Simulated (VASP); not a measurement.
# HfN (P6_3/mmc) in VASP: notebook, part 2 of 2

VASP 6.6.1. The steps go on from the part before.

### 3 Single point, r2SCAN

This run uses another cell than the first one, of 11.06 Å³/atom.

Contents of POSCAR:

```
HfN
1.0
    3.0915527214      0.0000000000      0.0000000000
   -1.5457763607      2.6773631939      0.0000000000
    0.0000000000      0.0000000000      5.3435591820
Hf N
2 2
Direct
    0.3333333333      0.6666666667      0.2500000000
    0.6666666667      0.3333333333      0.7500000000
    0.0000000000      0.0000000000      0.5000000000
    0.0000000000      0.0000000000      0.0000000000
```

Contents of INCAR.step1:

```
PREC     = Accurate       # precision mode
ENCUT    = 520            # plane-wave cutoff, eV
ISMEAR   = -1             # smearing method
SIGMA    = 0.05           # smearing width, eV
LREAL    = False          # projectors in reciprocal space
LASPH    = True           # aspherical terms in the spheres
NELM     = 60             # most SCF steps
NBANDS   = 23             # bands
GGA      = PE             # functional
ALGO     = Normal         # electronic algorithm
EDIFF    = 1E-4           # SCF threshold, eV
LWAVE    = True           # write WAVECAR
LCHARG   = False          # write CHGCAR
```

Contents of INCAR.step2:

```
PREC     = Accurate       # precision mode
ENCUT    = 520            # plane-wave cutoff, eV
EDIFF    = 1E-6           # SCF threshold, eV
ISMEAR   = -1             # smearing method
SIGMA    = 0.05           # smearing width, eV
LREAL    = False          # projectors in reciprocal space
LASPH    = True           # aspherical terms in the spheres
NELM     = 60             # most SCF steps
ALGO     = Normal         # electronic algorithm
ISIF     = 2              # what is computed and relaxed
LWAVE    = False          # write WAVECAR
LCHARG   = False          # write CHGCAR
METAGGA  = R2SCAN         # meta-GGA
LMIXTAU  = True         
NBANDS   = 23             # bands
ISTART   = 1
```

Contents of KPOINTS:

```
regular mesh
0
Gamma
  10 10 5
```

Potentials or basis: VASP PAW PBE potentials, release 64 (Hf_pv, N).

Started as:

```console
$ cat potpaw_PBE.64/Hf_pv/POTCAR potpaw_PBE.64/N/POTCAR > POTCAR
$ cp INCAR.step1 INCAR
$ mpirun -np 1 vasp_std > vasp.out
$ cp INCAR.step2 INCAR
$ mpirun -np 1 vasp_std > vasp.out
```

It took 56 s on 1 thread of Intel Xeon 6975P-C (Granite Rapids), shared host; peak memory 0.19 GiB.

It converged, with:

```
Free energy            : -116.3272 eV
Pressure               : 12.3 GPa
Band gap on the k mesh : zero (bands 15 and 16 overlap by 1.85 eV)
```

Stress tensor (GPa, compression positive):
```
12.30  0.00  0.00
 0.00 12.30  0.00
 0.00  0.00 12.15
```

Levels at points of the mesh, in eV from the Fermi level:
```csv
k point,band 13,band 14,band 15,band 16,band 17,band 18
"(0.00, 0.00, 0.00)",-4.10,-2.08,-0.57,0.81,0.81,1.39
"(0.50, 0.00, 0.00)",-3.70,-3.06,-2.82,2.56,3.03,4.83
```

Caveat: the cell stands under pressure; the PAW data sets were made with another functional, which shifts forces and pressure a little; spin-orbit coupling is left out, which moves the levels of the heavy elements.

### 4 Single point, r2SCAN

This run uses another cell than the first one, of 11.29 Å³/atom.

Contents of POSCAR:

```
HfN
1.0
    3.1128744484      0.0000000000      0.0000000000
   -1.5564372243      2.6958283511      0.0000000000
    0.0000000000      0.0000000000      5.3804124788
Hf N
2 2
Direct
    0.3333333333      0.6666666667      0.2500000000
    0.6666666667      0.3333333333      0.7500000000
    0.0000000000      0.0000000000      0.5000000000
    0.0000000000      0.0000000000      0.0000000000
```

Contents of INCAR.step1:

```
PREC     = Accurate       # precision mode
ENCUT    = 520            # plane-wave cutoff, eV
ISMEAR   = -1             # smearing method
SIGMA    = 0.05           # smearing width, eV
LREAL    = F              # projectors in reciprocal space
LASPH    = T              # aspherical terms in the spheres
NELM     = 100            # most SCF steps
NBANDS   = 23             # bands
GGA      = PE             # functional
ALGO     = Normal         # electronic algorithm
EDIFF    = 1E-4           # SCF threshold, eV
LWAVE    = T              # write WAVECAR
LCHARG   = F              # write CHGCAR
```

Contents of INCAR.step2:

```
PREC     = Accurate       # precision mode
ENCUT    = 520            # plane-wave cutoff, eV
EDIFF    = 1E-6           # SCF threshold, eV
ISMEAR   = -1             # smearing method
SIGMA    = 0.05           # smearing width, eV
LREAL    = F              # projectors in reciprocal space
LASPH    = T              # aspherical terms in the spheres
NELM     = 100            # most SCF steps
ALGO     = Normal         # electronic algorithm
ISIF     = 2              # what is computed and relaxed
LWAVE    = F              # write WAVECAR
LCHARG   = F              # write CHGCAR
METAGGA  = R2SCAN         # meta-GGA
LMIXTAU  = T            
NBANDS   = 23             # bands
ISTART   = 1
```

Contents of KPOINTS:

```
Automatic mesh
0
Gamma
  10 10 5
```

Started as:

```console
$ cat potpaw_PBE.64/Hf_pv/POTCAR potpaw_PBE.64/N/POTCAR > POTCAR
$ cp INCAR.step1 INCAR
$ mpirun -np 1 vasp_std > vasp.out
$ cp INCAR.step2 INCAR
$ mpirun -np 1 vasp_std > vasp.out
```

Run time: 58 s. Hardware: 1 thread of Intel Xeon 6975P-C (Granite Rapids), shared host; peak memory 0.19 GiB.

It converged, with:

```yaml
Free_energy: -116.3793 eV
Pressure: 5.6 GPa
Band_gap_on_the_k_mesh: zero (bands 15 and 16 overlap by 1.79 eV)
```

Stress tensor (GPa, compression positive):
```
5.68 0.00 0.00
0.00 5.68 0.00
0.00 0.00 5.53
```

Levels at points of the mesh, in eV from the Fermi level:
```tsv
k point	band 11	band 12	band 13	band 14	band 15	band 16	band 17	band 18	band 19	band 20
(0.00, 0.00, 0.00)	-5.20	-4.04	-4.04	-2.08	-0.55	0.81	0.81	1.26	2.02	2.02
(0.50, 0.00, 0.00)	-6.27	-5.98	-3.68	-3.01	-2.80	2.48	2.95	4.71	4.86	5.84
```

Caveat: the cell stands under pressure; the PAW data sets were made with another functional, which shifts forces and pressure a little; spin-orbit coupling is left out, which moves the levels of the heavy elements.

### 5 Single point, r2SCAN

This run uses another cell than the first one, of 11.52 Å³/atom.

Contents of POSCAR:

```
HfN
1.0
    3.1339080219      0.0000000000      0.0000000000
   -1.5669540110      2.7140439601      0.0000000000
    0.0000000000      0.0000000000      5.4167677200
Hf N
2 2
Direct
    0.3333333333      0.6666666667      0.2500000000
    0.6666666667      0.3333333333      0.7500000000
    0.0000000000      0.0000000000      0.5000000000
    0.0000000000      0.0000000000      0.0000000000
```

Contents of INCAR.step1:

```
  PREC = Accurate
  ENCUT = 520
  ISMEAR = -1
  SIGMA = 0.05
  LREAL = F
  LASPH = T
  NELM = 60
  NBANDS = 23
  GGA = PE
  ALGO = Normal
  EDIFF = 1E-4
  LWAVE = T
  LCHARG = F
```

Contents of INCAR.step2:

```
  PREC = Accurate
  ENCUT = 520
  EDIFF = 1E-7
  ISMEAR = -1
  SIGMA = 0.05
  LREAL = F
  LASPH = T
  NELM = 60
  ALGO = Normal
  ISIF = 2
  LWAVE = F
  LCHARG = F
  METAGGA = R2SCAN
  LMIXTAU = T
  NBANDS = 23
  ISTART = 1
```

KPOINTS is that of step 4.

Started as:

```console
$ cat potpaw_PBE.64/Hf_pv/POTCAR potpaw_PBE.64/N/POTCAR > POTCAR
$ cp INCAR.step1 INCAR
$ mpirun -np 1 vasp_std > vasp.out
$ cp INCAR.step2 INCAR
$ mpirun -np 1 vasp_std > vasp.out
```

Wall time 68 s (1 thread of Intel Xeon 6975P-C (Granite Rapids), shared host); peak memory 0.19 GiB.

Results (log left out):

```
Free energy            : -116.3953 eV
Pressure               : -0.3 GPa
Band gap on the k mesh : zero (bands 15 and 16 overlap by 1.74 eV)
```

Stress tensor (GPa, compression positive):
```
-0.29  0.00  0.00
 0.00 -0.29  0.00
 0.00  0.00 -0.42
```

Levels at points of the mesh, in eV from the Fermi level:
```csv
k point,band 12,band 13,band 14,band 15,band 16,band 17,band 18,band 19
"(0.00, 0.00, 0.00)",-3.97,-3.97,-2.07,-0.52,0.80,0.80,1.14,1.99
"(0.50, 0.00, 0.00)",-5.87,-3.66,-2.95,-2.78,2.41,2.87,4.60,4.74
```

Caveat: the PAW data sets were made with another functional, which shifts forces and pressure a little; spin-orbit coupling is left out, which moves the levels of the heavy elements.

### 6 Single point, r2SCAN

This run uses another cell than the first one, of 11.75 Å³/atom.

Contents of POSCAR:

```
HfN
1.0
    3.1546629845      0.0000000000      0.0000000000
   -1.5773314923      2.7320182850      0.0000000000
    0.0000000000      0.0000000000      5.4526413994
Hf N
2 2
Direct
    0.3333333333      0.6666666667      0.2500000000
    0.6666666667      0.3333333333      0.7500000000
    0.0000000000      0.0000000000      0.5000000000
    0.0000000000      0.0000000000      0.0000000000
```

Contents of INCAR.step1:

```
  PREC = Accurate
  ENCUT = 520
  ISMEAR = -1
  SIGMA = 0.05
  LREAL = False
  LASPH = True
  NELM = 100
  NBANDS = 23
  GGA = PE
  ALGO = Normal
  EDIFF = 1E-4
  LWAVE = True
  LCHARG = False
```

Contents of INCAR.step2:

```
  PREC = Accurate
  ENCUT = 520
  EDIFF = 1E-6
  ISMEAR = -1
  SIGMA = 0.05
  LREAL = False
  LASPH = True
  NELM = 100
  ALGO = Normal
  ISIF = 2
  LWAVE = False
  LCHARG = True
  METAGGA = R2SCAN
  LMIXTAU = True
  LELF = True
  LVHAR = True
  NBANDS = 23
  ISTART = 1
```

Contents of KPOINTS:

```
regular mesh
0
Gamma
  10 10 5
```

Potentials or basis: VASP PAW PBE potentials, release 64 (Hf_pv, N).

Started as:

```console
$ cat potpaw_PBE.64/Hf_pv/POTCAR potpaw_PBE.64/N/POTCAR > POTCAR
$ cp INCAR.step1 INCAR
$ mpirun -np 1 vasp_std > vasp.out
$ cp INCAR.step2 INCAR
$ mpirun -np 1 vasp_std > vasp.out
```

It took 66 s on 1 thread of Intel Xeon 6975P-C (Granite Rapids), shared host; peak memory 0.2 GiB.

Results (log left out):

```yaml
Free_energy: -116.3790 eV
Pressure: -5.7 GPa
Band_gap_on_the_k_mesh: zero (bands 15 and 16 overlap by 1.69 eV)
```

Stress tensor (GPa, compression positive):
```
-5.67  0.00  0.00
 0.00 -5.67  0.00
 0.00  0.00 -5.75
```

Levels at points of the mesh, in eV from the Fermi level:
| k point | band 11 | band 12 | band 13 | band 14 | band 15 | band 16 | band 17 | band 18 | band 19 | band 20 |
| --- | --- | --- | --- | --- | --- | --- | --- | --- | --- | --- |
| (0.00, 0.00, 0.00) | -5.03 | -3.91 | -3.91 | -2.06 | -0.50 | 0.80 | 0.80 | 1.02 | 1.96 | 1.96 |
| (0.50, 0.00, 0.00) | -6.16 | -5.76 | -3.63 | -2.89 | -2.76 | 2.35 | 2.79 | 4.49 | 4.63 | 5.52 |

Caveat: the cell stands under tension; the PAW data sets were made with another functional, which shifts forces and pressure a little; spin-orbit coupling is left out, which moves the levels of the heavy elements.

### 7 Summary

| cell | gap on the mesh (eV) | pressure (GPa) |
| --- | --- | --- |
| a = 3.070, b = 3.070, c = 5.306 Å, angles 90.0, 90.0, 120.0°, 4 atoms | none | 19.6 |
| a = 3.092, b = 3.092, c = 5.344 Å, angles 90.0, 90.0, 120.0°, 4 atoms | none | 12.3 |
| a = 3.113, b = 3.113, c = 5.380 Å, angles 90.0, 90.0, 120.0°, 4 atoms | none | 5.6 |
| a = 3.134, b = 3.134, c = 5.417 Å, angles 90.0, 90.0, 120.0°, 4 atoms | none | -0.3 |
| a = 3.155, b = 3.155, c = 5.453 Å, angles 90.0, 90.0, 120.0°, 4 atoms | none | -5.7 |

Alike in all rows: task single point; level r2SCAN; potentials or basis VASP PAW PBE potentials, release 64 (Hf_pv, N); no spin polarisation; k mesh 10 × 10 × 5; cutoff (eV) 520; smearing fermi-dirac 0.05 eV.

Caveats: the PAW data sets were made with another functional, which shifts forces and pressure a little; spin-orbit coupling is left out, which moves the levels of the heavy elements; the cell stands under pressure (at least some runs); the cell stands under tension (at least some runs).

Total energies depend on the potentials used, so only differences within one code and one set of settings carry meaning.
